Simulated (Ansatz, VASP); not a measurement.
# FeH2O in VASP and in Ansatz

```
CELL_PARAMETERS angstrom
3.26704 0.00000 0.00000
0.00000 3.26704 0.00000
0.00000 0.00000 3.37739
ATOMIC_POSITIONS crystal
Fe 0.00000 0.00000 0.00000
H 0.50000 0.00000 0.00000
H 0.00000 0.50000 0.00000
O 0.00000 0.00000 0.50000
```

Alike in both runs: functional PBE; k mesh 14 × 14 × 14; occupations gaussian, width 0.1 eV; collinear spin.

Ansatz relaxed the structure, and its values are those at the end. VASP's run is a single point on that final structure, the one shown.

|  | VASP | Ansatz |
| --- | --- | --- |
| version | VASP 6.6.1 | Ansatz 0.2.0 |
| potentials or method | VASP PAW PBE potentials, release 64 (Fe_sv, H, O), cutoff 600 eV | scalar-relativistic, plane waves, PAW |
| valence electrons in the cell | 24 | 24 |

```tsv
	VASP	Ansatz	Ansatz less VASP
gap on the k mesh at the Fermi level (eV)	none	none	-
pressure (GPa)	-1.4	0.0	+1.40
net moment per atom (μB)	0.06	0.06	0.000
size of the moment on the site where the two differ most (μB)	0.23	0.20	-0.033
```

Site moments also hang on the region over which each program counts them. A gap of «none» marks a metal or a gap that the smearing closes.
